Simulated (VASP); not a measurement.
# PbS (R3m) in VASP: a series of runs, part 2 of 2

VASP 6.6.1.

## Step 3: Single point, PBE0

This run uses another cell than the first one, of 25.62 Å³/atom.

POSCAR reads:

```
PbS
1.0
    2.0841087231      1.2032607323      3.4052630159
   -2.0841087231      1.2032607323      3.4052630159
    0.0000000000     -2.4065214646      3.4052630159
Pb S
1 1
Direct
    0.9805657800      0.9805657800      0.9805657800
    0.4750355500      0.4750355500      0.4750355500
```

INCAR.step1 reads:

```
SYSTEM = PbS
  PREC = Accurate
  ENCUT = 520
  EDIFF = 1E-5
  ISMEAR = -1
  SIGMA = 0.05
  LREAL = .FALSE.
  LASPH = .TRUE.
  NELM = 60
  ALGO = Normal
  ISIF = 2
  LWAVE = .TRUE.
  LCHARG = .FALSE.
  NBANDS = 17
  GGA = PE
```

INCAR.step2 reads:

```
SYSTEM = PbS
  PREC = Accurate
  ENCUT = 520
  EDIFF = 1E-7
  ISMEAR = -1
  SIGMA = 0.05
  LREAL = .FALSE.
  LASPH = .TRUE.
  NELM = 60
  ALGO = Normal
  ISIF = 2
  LWAVE = .FALSE.
  LCHARG = .FALSE.
  GGA = PE
  LHFCALC = .TRUE.
  AEXX = 0.25
  PRECFOCK = Normal
  NBANDS = 17
  ISTART = 1
```

KPOINTS reads:

```
Automatic mesh
0
G
  4 4 4
  0 0 0
```

Potentials or basis: VASP PAW PBE potentials, release 64 (Pb_d, S).

Launch:

```bash
$ cat potpaw_PBE.64/Pb_d/POTCAR potpaw_PBE.64/S/POTCAR > POTCAR
$ cp INCAR.step1 INCAR
$ mpirun -np 1 vasp_std > vasp.out
$ cp INCAR.step2 INCAR
$ mpirun -np 1 vasp_std > vasp.out
```

OUTCAR:

```text
SYSTEM = PbS
   PREC = Accurate
   ENCUT = 520
   EDIFF = 1E-7
   ISMEAR = -1
   LREAL = .FALSE.
   LASPH = .TRUE.
   NELM = 60
   ISIF = 2
   GGA = PE
   LHFCALC = .TRUE.
   AEXX = 0.25
   PRECFOCK = Normal
   ISTART = 1

 ion  position               nearest neighbor table
   1  0.981  0.981  0.981-   2 2.92   2 2.92   2 2.92   2 2.98   2 2.98   2 2.98
   2  0.475  0.475  0.475-   1 2.92   1 2.92   1 2.92   1 2.98   1 2.98   1 2.98

  LATTYP: Found a trigonal (rhomboedric) cell.
 ALAT       =     4.1697915736
 COS(alpha) =     0.5003774362

  Lattice vectors:

 A1 = (   2.0841087231,   1.2032607323,   3.4052630159)
 A2 = (  -2.0841087231,   1.2032607323,   3.4052630159)
 A3 = (   0.0000000000,  -2.4065214646,   3.4052630159)

Analysis of symmetry for initial positions (statically):
=====================================================================
 Subroutine PRICEL returns:
 Original cell was already a primitive cell.

 Routine SETGRP: Setting up the symmetry group for a
 trigonal (rhombohedral) supercell.

 Subroutine GETGRP returns: Found  6 space group operations
 (whereof  6 operations were pure point group operations)
 out of a pool of 12 trial point group operations.

The static configuration has the point symmetry C_3v.

Analysis of symmetry for dynamics (positions and initial velocities):
=====================================================================
 Subroutine PRICEL returns:
 Original cell was already a primitive cell.

 Routine SETGRP: Setting up the symmetry group for a
 trigonal (rhombohedral) supercell.

 Subroutine GETGRP returns: Found  6 space group operations
 (whereof  6 operations were pure point group operations)
 out of a pool of 12 trial point group operations.

The dynamic configuration has the point symmetry C_3v.

 Subroutine INISYM returns: Found  6 space group operations
 (whereof  6 operations are pure point group operations),
 and found     1 'primitive' translations

----------------------------------------------------------------------------------------

                                     Primitive cell

  volume of cell :      51.2368

  direct lattice vectors                    reciprocal lattice vectors
     2.084108723  1.203260732  3.405263016     0.239910708  0.138512512  0.097887691
    -2.084108723  1.203260732  3.405263016    -0.239910708  0.138512512  0.097887691
     0.000000000 -2.406521465  3.405263016     0.000000000 -0.277025024  0.097887691

  length of vectors
     4.169791574  4.169791574  4.169791574     0.293810932  0.293810932  0.293810932

  position of ions in fractional coordinates (direct lattice)
     0.980565780  0.980565780  0.980565780
     0.475035550  0.475035550  0.475035550

  ion indices of the primitive-cell ions
   primitive index   ion index
                 1           1
                 2           2

[... 30 lines left out ...]
  0.500000  0.000000  0.000000      3.000000
  0.250000  0.250000  0.000000      6.000000
  0.500000  0.250000  0.000000     12.000000
 -0.250000  0.250000  0.000000      6.000000
  0.500000  0.500000  0.000000      3.000000
  0.250000  0.250000  0.250000      2.000000
  0.500000  0.250000  0.250000      6.000000
 -0.250000  0.250000  0.250000      6.000000
  0.500000  0.500000  0.250000      6.000000
 -0.250000  0.500000  0.250000      6.000000
  0.500000  0.500000  0.500000      1.000000
   k-points           NKPTS =     13   k-points in BZ     NKDIM =     64   number of bands    NBANDS=     17
   number of dos      NEDOS =    301   number of ions     NIONS =      2
   total plane-waves  NPLWV =  32768
   dimension x,y,z NGX =    32 NGY =   32 NGZ =   32
   dimension x,y,z NGXF=    64 NGYF=   64 NGZF=   64
   ions per type =               1   1
   NGX,Y,Z   is equivalent  to a cutoff of  12.76, 12.76, 12.76 a.u.
   NGXF,Y,Z  is equivalent  to a cutoff of  25.52, 25.52, 25.52 a.u.
 SYSTEM =  PbS
   PREC   = accura    normal or accurate (medium, high low for compatibility)
   ISTART =      1    job   : 0-new  1-cont  2-samecut
   ICHARG =      0    charge: 1-file 2-atom 10-const
   ISPIN  =      1    spin polarized calculation?
   LNONCOLLINEAR =      F non collinear calculations
   LSORBIT =      F    spin-orbit coupling
   LASPH  =      T    aspherical Exc in radial PAW
   ENCUT  =  520.0 eV  38.22 Ry    6.18 a.u.   7.75  7.75  7.75*2*pi/ulx,y,z
   NELM   =     60;   NELMIN=  2; NELMDL=  0     # of ELM steps
   EDIFF  = 0.1E-06   stopping-criterion for ELM
   LREAL  =      F    real-space projection
   EDIFFG = 0.1E-05   stopping-criterion for IOM
   NSW    =      0    number of steps for IOM
   IBRION =     -1    ionic relax: 0-MD 1-quasi-New 2-CG
   NFREE  =      0    steps in history (QN), initial steepest desc. (CG)
   ISIF   =      2    stress and relaxation
   ISYM   =      3    0-nonsym 1-usesym 2-fastsym
   POTIM  = 0.5000    time-step for ionic-motion
   TEBEG  =    0.0;   TEEND  =   0.0 temperature during run
   PSTRESS=    0.0 pullay stress
   NELECT =      20.0000    total number of electrons
   NUPDOWN=      -1.0000    fix difference up-down
   EMIN   =  10.00;   EMAX   =-10.00  energy-range for DOS
   EFERMI =   0.00;   METHOD = LEGACY
   ISMEAR =    -1;   SIGMA  =   0.05  broadening in eV -4-tet -1-fermi 0-gaus
   EFERMI_NEDOS =   21; number of points for ismear=-14 and -15
   IALGO  =     38    algorithm
   IMIX   =      1    mixing-type and parameters
     AMIX     =   0.40;   BMIX     =  1.00
     AMIX_MAG =   1.60;   BMIX_MAG =  1.00
  volume/ion in A,a.u.               =      25.62       172.88
  Fermi-wavevector in a.u.,A,eV,Ry     =   1.196440  2.260943 19.476304  1.431468
  Thomas-Fermi vector in A             =   2.332380
   LORBIT       =      0    0 simple, 1 ext, 2 COOP (PROOUT), +10 PAW based schemes
   GGA     = PE    functional components
   LHFCALC =     T    Hartree Fock is set to
   PRECFOCK=normal    Normal, Fast or Accurate (Low or Medium for compatibility)
   ENCUT4O =  -1.0   cutoff for four orbital integrals eV
   NKREDX  =     1    reduce k-point grid by
   NKREDY  =     1    reduce k-point grid by
   NKREDZ  =     1    reduce k-point grid by
   AEXX    =    0.2500 exact exchange contribution
   HFSCREEN=    0.0000 screening length (either q_TF or 0.3 A-1)
   HFSCREENC=   0.0000 screening length for correlation (either q_TF or 0.3 A-1)
   ENCUTFOCK=  -1.0 apply spherical cutoff to Coloumb kernel
   IVDW    =     0    specifies the selected vdW correction
   LEPSILON=     F    determine dielectric tensor
   LRPA    =     F    only Hartree local field effects (RPA)
 non-spin polarized calculation
  energy-cutoff  :      520.00
  volume of cell :       51.24
 maximum number of plane-waves:      1411
 NGX is ok and might be reduce to    32
  NGX = 24; NGY = 24; NGZ = 24

 number of electron      20.0000001 magnetization

 Free energy of the ion-electron system (eV)
  ---------------------------------------------------
  ext. energy  EPLUGINS =         0.00000000
  ---------------------------------------------------
  free energy    TOTEN  =       -11.44455863 eV

  energy without entropy =      -11.44455850  energy(sigma->0) =      -11.44455857

 E-fermi :   6.1628     XC(G=0):  -7.7253

 val. band max:        5.4581857209   @ k =   0.5000   0.0000   0.0000
 cond. band min:       6.8674229404   @ k =   0.5000   0.0000   0.0000
 fundamental gap:      1.4092372195
 Fermi energy:         6.1628442545

 k-point     1 :       0.0000    0.0000    0.0000
  band No.  band energies     occupation
      1     -13.2475      2.00000
      2     -13.2472      2.00000
      3     -13.2472      2.00000
      4     -13.2458      2.00000
      5     -13.2458      2.00000
      6      -9.9801      2.00000
[... 237 lines left out ...]
      4     -13.1983      2.00000
      5     -13.1983      2.00000
      6      -8.6169      2.00000
[... 9 lines left out ...]
     16      17.2464      0.00000
     17      17.7279      0.00000

------------------------ aborting loop because EDIFF is reached ----------------------------------------

  FORCE on cell =-STRESS in cart. coord.  units (eV):
  Direction    XX          YY          ZZ          XY          YZ          ZX
  --------------------------------------------------------------------------------------
  -------------------------------------------------------------------------------------
  Total        0.7056761      0.7056761      0.7074142      0.0000000     -0.0000000      0.0000000
  in kB       22.0665245     22.0665245     22.1208752      0.0000000     -0.0000000      0.0000000
  external PRESSURE =      22.0846414 kB  Pullay stress =       0.0000000 kB

 VOLUME and BASIS-vectors are now :
 -----------------------------------------------------------------------------
  energy-cutoff  :      520.00
  volume of cell :       51.24
      direct lattice vectors                 reciprocal lattice vectors
     2.084108723  1.203260732  3.405263016     0.239910708  0.138512512  0.097887691
    -2.084108723  1.203260732  3.405263016    -0.239910708  0.138512512  0.097887691
     0.000000000 -2.406521465  3.405263016     0.000000000 -0.277025024  0.097887691

 POSITION                                       TOTAL-FORCE (eV/Angst)
 -----------------------------------------------------------------------------------
      0.00000      0.00000     10.01725         0.000000      0.000000      0.012484
      0.00000      0.00000      4.85286         0.000000     -0.000000     -0.012484
 -----------------------------------------------------------------------------------
    total drift:                               -0.000001     -0.000000      0.000060

  FREE ENERGIE OF THE ION-ELECTRON SYSTEM (eV)
  ---------------------------------------------------
  free  energy   TOTEN  =       -11.4445586305 eV

  energy  without entropy=      -11.4445585003  energy(sigma->0) =      -11.44455857
```

Run time: 22 min. Hardware: 1 thread of Intel Xeon 8259CL, shared host; peak memory 0.2 GiB.

What came out:

* Free energy: -11.4446 eV
* Pressure: 2.2 GPa
* Largest force: 0.012 eV/Å
* Band gap on the k mesh: 1.41 eV

Forces in eV/Å, atoms in the order of the input:
```
Pb   0.000  0.000  0.012
S    0.000  0.000 -0.012
```

Caveat: the k points lie up to 0.46 Å⁻¹ apart; the PAW data sets were made with another functional, which shifts forces and pressure a little; spin-orbit coupling is left out, which moves the levels of the heavy elements. A k mesh can miss the band edges.

## Step 4: Single point, PBE0

This run uses another cell than the first one, of 26.15 Å³/atom.

POSCAR reads:

```
PbS
1.0
    2.0984823409      1.2115593444      3.4287483306
   -2.0984823409      1.2115593444      3.4287483306
    0.0000000000     -2.4231186889      3.4287483306
Pb S
1 1
Direct
    0.9805657800      0.9805657800      0.9805657800
    0.4750355500      0.4750355500      0.4750355500
```

INCAR.step1 reads:

```
SYSTEM = PbS
ALGO     = Normal         ! electronic algorithm
EDIFF    = 1E-5           ! SCF threshold, eV
ENCUT    = 520            ! plane-wave cutoff, eV
GGA      = PE             ! functional
ISIF     = 2              ! what is computed and relaxed
ISMEAR   = -1             ! smearing method
LASPH    = .TRUE.         ! aspherical terms in the spheres
LREAL    = .FALSE.        ! projectors in reciprocal space
LWAVE    = .TRUE.         ! write WAVECAR
NBANDS   = 17             ! bands
NELM     = 80             ! most SCF steps
PREC     = Accurate       ! precision mode
SIGMA    = 0.05           ! smearing width, eV
```

INCAR.step2 reads:

```
SYSTEM = PbS
AEXX     = 0.25           ! exact-exchange fraction
ALGO     = Normal         ! electronic algorithm
EDIFF    = 1E-7           ! SCF threshold, eV
ENCUT    = 520            ! plane-wave cutoff, eV
GGA      = PE             ! functional
ISIF     = 2              ! what is computed and relaxed
ISMEAR   = -1             ! smearing method
ISTART   = 1            
LASPH    = .TRUE.         ! aspherical terms in the spheres
LCHARG   = .TRUE.         ! write CHGCAR
LELF     = .TRUE.         ! ELF
LHFCALC  = .TRUE.         ! exact exchange
LREAL    = .FALSE.        ! projectors in reciprocal space
LVHAR    = .TRUE.       
LWAVE    = .FALSE.        ! write WAVECAR
NBANDS   = 17             ! bands
NELM     = 80             ! most SCF steps
PREC     = Accurate       ! precision mode
PRECFOCK = Normal       
SIGMA    = 0.05           ! smearing width, eV
```

KPOINTS reads:

```
k-points
0
G
  4 4 4
  0 0 0
```

Potentials or basis: VASP PAW PBE potentials, release 64 (Pb_d, S).

Launch:

```bash
$ cat potpaw_PBE.64/Pb_d/POTCAR potpaw_PBE.64/S/POTCAR > POTCAR
$ cp INCAR.step1 INCAR
$ mpirun -np 1 vasp_std > vasp.out
$ cp INCAR.step2 INCAR
$ mpirun -np 1 vasp_std > vasp.out
```

OUTCAR:

```text
SYSTEM = PbS
   AEXX = 0.25
   EDIFF = 1E-7
   ENCUT = 520
   GGA = PE
   ISIF = 2
   ISMEAR = -1
   ISTART = 1
   LASPH = .TRUE.
   LHFCALC = .TRUE.
   LREAL = .FALSE.
   NELM = 80
   PREC = Accurate
   PRECFOCK = Normal

 ion  position               nearest neighbor table
   1  0.981  0.981  0.981-   2 2.94   2 2.94   2 2.94   2 3.00   2 3.00   2 3.00
   2  0.475  0.475  0.475-   1 2.94   1 2.94   1 2.94   1 3.00   1 3.00   1 3.00

  LATTYP: Found a trigonal (rhomboedric) cell.
 ALAT       =     4.1985496656
[... 445 lines left out ...]

  FORCE on cell =-STRESS in cart. coord.  units (eV):
  Direction    XX          YY          ZZ          XY          YZ          ZX
  --------------------------------------------------------------------------------------
  -------------------------------------------------------------------------------------
  Total        0.2852144      0.2852144      0.2888086      0.0000000     -0.0000000      0.0000000
  in kB        8.7366541      8.7366541      8.8467520      0.0000000     -0.0000000      0.0000000
  external PRESSURE =       8.7733534 kB  Pullay stress =       0.0000000 kB

 VOLUME and BASIS-vectors are now :
 -----------------------------------------------------------------------------
  energy-cutoff  :      520.00
  volume of cell :       52.30
      direct lattice vectors                 reciprocal lattice vectors
     2.098482341  1.211559344  3.428748331     0.238267433  0.137563766  0.097217206
    -2.098482341  1.211559344  3.428748331    -0.238267433  0.137563766  0.097217206
     0.000000000 -2.423118689  3.428748331     0.000000000 -0.275127533  0.097217206

 POSITION                                       TOTAL-FORCE (eV/Angst)
 -----------------------------------------------------------------------------------
      0.00000     -0.00000     10.08634         0.000000     -0.000000      0.018857
      0.00000     -0.00000      4.88633         0.000000      0.000000     -0.018857
 -----------------------------------------------------------------------------------
    total drift:                                0.000002      0.000002     -0.000045

  FREE ENERGIE OF THE ION-ELECTRON SYSTEM (eV)
  ---------------------------------------------------
  free  energy   TOTEN  =       -11.4554277200 eV

  energy  without entropy=      -11.4554276627  energy(sigma->0) =      -11.45542769
```

Run time: 24 min. Hardware: 1 thread of Intel Xeon 8259CL, shared host; peak memory 0.19 GiB.

Results:

| Quantity | Value |
| --- | --- |
| Free energy | -11.4554 eV |
| Pressure | 0.9 GPa |
| Largest force | 0.019 eV/Å |
| Band gap on the k mesh | 1.50 eV |

Forces in eV/Å, atoms in the order of the input:
```
Pb   0.000  0.000  0.019
S    0.000  0.000 -0.019
```

Caveat: the k points lie up to 0.46 Å⁻¹ apart; the PAW data sets were made with another functional, which shifts forces and pressure a little; spin-orbit coupling is left out, which moves the levels of the heavy elements. A k mesh can miss the band edges.

## Step 5: Overview

| cell | gap on the mesh (eV) | pressure (GPa) | largest force (eV/Å) |
| --- | --- | --- | --- |
| a = 4.141 Å, angles 60.0°, 2 atoms | 1.31 | 3.7 | 0.01 |
| a = 4.170 Å, angles 60.0°, 2 atoms | 1.41 | 2.2 | 0.01 |
| a = 4.199 Å, angles 60.0°, 2 atoms | 1.50 | 0.9 | 0.02 |

Alike in all rows: task single point; level PBE0; potentials or basis VASP PAW PBE potentials, release 64 (Pb_d, S); no spin polarisation; k mesh 4 × 4 × 4; cutoff (eV) 520; smearing fermi-dirac 0.05 eV.

Caveats: all runs use coarse meshes; the PAW data sets were made with another functional, which shifts forces and pressure a little; spin-orbit coupling is left out, which moves the levels of the heavy elements.

Absolute energies hang on the potentials; compare differences alone.
